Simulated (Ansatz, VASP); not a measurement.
Two plane-wave programs on Ti

POSCAR

```
Ti
1.0
    0.0000000000      2.0300000000      1.9488000000
    2.0300000000      0.0000000000      1.9488000000
    2.0300000000      2.0300000000      0.0000000000
Ti
1
Direct
    0.0000000000      0.0000000000      0.0000000000
```

Contents of INCAR.step1:

```
PREC = Accurate
ENCUT = 520
ISMEAR = 0
SIGMA = 0.15
LREAL = F
LASPH = T
NELM = 60
NBANDS = 12
GGA = PE
ALGO = Normal
EDIFF = 1E-4
LWAVE = T
LCHARG = F
```

File INCAR.step2:

```
PREC = Accurate
ENCUT = 520
EDIFF = 1E-6
ISMEAR = 0
SIGMA = 0.15
LREAL = F
LASPH = T
NELM = 60
ALGO = Normal
ISIF = 2
LWAVE = F
LCHARG = T
METAGGA = R2SCAN
LMIXTAU = T
LELF = T
LVHAR = T
NBANDS = 12
ISTART = 1
```

The input KPOINTS:

```
regular mesh
0
Gamma
  20 20 20
```

Input for Ansatz:

```yaml
crystal:
  lattice:
    - [0.0, 2.03, 1.9488]
    - [2.03, 0.0, 1.9488]
    - [2.03, 2.03, 0.0]
  atoms:
    - { symbol: Ti, position: [0.0, 0.0, 0.0] }
basis:
  ecutwfc: 500
kpoints:
  mp_grid: { grid: [20, 20, 20] }
hamiltonian:
  xc: r2scan
scf:
  occupations: { method: gaussian, width: 0.15 }
output:
  forces: true
  stress: true
  eigenvalues: true
```

Change from the starting cell: strain -0.0400 x Voigt [0, 0, 1, 0, 0, 0], atoms carried along.

Alike in both runs: task single point; functional r2SCAN; k mesh 20 × 20 × 20; occupations gaussian, width 0.15 eV; no spin polarisation.

```csv
,VASP,Ansatz
version,VASP 6.6.1,Ansatz 0.2.0
potentials or method,"VASP PAW PBE potentials, release 64 (Ti_sv), cutoff 520 eV","scalar-relativistic, plane waves, PAW"
valence electrons in the cell,12,12
```

Ansatz gave:

- gap on the k mesh at the Fermi level (eV): none
- pressure (GPa): 9.8
- traceless stress, the component that is largest in VASP (GPa): 0.84

**Question.** Estimate VASP's values.

**Answer.** gap on the k mesh at the Fermi level (eV): none; pressure (GPa): 10.3; traceless stress, the component that is largest in VASP (GPa): 0.86.

VASP's potentials were made for PBE, not for r2SCAN. A gap of «none» marks a metal or a gap that the smearing closes.
